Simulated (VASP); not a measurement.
# LaB6: relaxation of the atoms with PBE

Crystal: LaB6.

```
CELL_PARAMETERS angstrom
4.15700 0.00000 0.00000
0.00000 4.15700 0.00000
0.00000 0.00000 4.15700
ATOMIC_POSITIONS crystal
La 0.00000 0.00000 0.00000
B 0.19750 0.50000 0.50000
B 0.50000 0.19750 0.50000
B 0.80250 0.50000 0.50000
B 0.50000 0.80250 0.50000
B 0.50000 0.50000 0.19750
B 0.50000 0.50000 0.80250
```

* Program: VASP 6.6.1
* Task: relaxation of the atoms
* Functional: PBE
* Potentials or basis: VASP PAW PBE potentials, release 64 (La, B)
* Cutoff: 450 eV
* k mesh: 8 × 8 × 8
* Occupations: gaussian, width 0.1 eV
* Spin: no spin polarisation
* Dipole correction: no
* Further INCAR settings: ALGO = Normal; EDIFF = 1e-07; IBRION = 2; EDIFFG = -0.002; NSW = 70

```json
{
 "Energy gained by relaxing": "2.4 meV/atom",
 "Ionic steps": "3",
 "Pressure after relaxing": "-0.3 GPa",
 "Band gap on the k mesh": "zero (an odd number of electrons rules out a gap without spin polarisation)"
}
```

The path:
```csv
step,energy change (eV),largest force (eV/Å),pressure (GPa)
1,0.0000,0.5976,-0.70
2,0.0528,1.1984,0.95
3,-0.0170,0.0008,-0.32
```

Final structure:
```cif
data_structure
_symmetry_space_group_name_H-M 'P 1'
_symmetry_Int_Tables_number 1
_cell_length_a 4.1570
_cell_length_b 4.1570
_cell_length_c 4.1570
_cell_angle_alpha 90.000
_cell_angle_beta 90.000
_cell_angle_gamma 90.000
_cell_volume 71.84
loop_
_atom_site_label
_atom_site_type_symbol
_atom_site_fract_x
_atom_site_fract_y
_atom_site_fract_z
_atom_site_occupancy
La1 La 0.00000 0.00000 0.00000 1
B1 B 0.19978 0.50000 0.50000 1
B2 B 0.50000 0.19978 0.50000 1
B3 B 0.80022 0.50000 0.50000 1
B4 B 0.50000 0.80022 0.50000 1
B5 B 0.50000 0.50000 0.19978 1
B6 B 0.50000 0.50000 0.80022 1
```

Levels at points of the mesh, in eV from the Fermi level:
| k point | band 12 | band 13 | band 14 | band 15 | band 16 | band 17 |
| --- | --- | --- | --- | --- | --- | --- |
| (0.00, 0.00, 0.00) | -1.80 | -1.80 | -1.80 | 0.27 | 0.27 | 0.27 |
| (0.50, 0.00, 0.00) | -3.39 | -3.13 | -2.40 | -1.42 | 1.51 | 1.63 |
| (0.50, 0.50, 0.00) | -4.38 | -2.82 | -2.82 | 1.08 | 1.08 | 1.98 |
| (0.50, 0.50, 0.50) | -2.33 | -2.33 | -2.33 | 1.51 | 1.80 | 1.80 |

It took 100 s on 1 thread of AMD EPYC 7R13, with other jobs on the host, peak memory 0.2 GiB.

Caveat: spin-orbit coupling is left out, which moves the levels of the heavy elements; an odd number of electrons without spin polarisation forces a metal; a magnetic or distorted state may lie lower.
